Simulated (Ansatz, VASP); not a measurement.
# One calculation of CaF2, two programs

```
CELL_PARAMETERS angstrom
0.00000 2.75521 2.75521
2.75521 0.00000 2.75521
2.75521 2.75521 0.00000
ATOMIC_POSITIONS crystal
Ca 0.00000 0.00000 0.00000
F 0.25000 0.25000 0.25000
F 0.75000 0.75000 0.75000
```

Alike in both runs: task single point; functional r2SCAN; k mesh 8 × 8 × 8; occupations gaussian, width 0.02 eV; no spin polarisation.

```csv
,VASP,Ansatz
version,VASP 6.6.1,Ansatz 0.2.0
potentials or method,"VASP PAW PBE potentials, release 64 (Ca_sv, F), cutoff 660 eV","scalar-relativistic, plane waves, PAW"
valence electrons in the cell,24,24
```

|  | VASP | Ansatz | Ansatz less VASP |
| --- | --- | --- | --- |
| gap on the k mesh at the Fermi level (eV) | 7.80 | 7.80 | +0.004 |
| least direct gap on the mesh (eV) | 8.05 | 8.05 | +0.005 |

VASP's potentials were made for PBE, not for r2SCAN. The functional is the same, so the differences come from potentials, cutoffs and numerics.
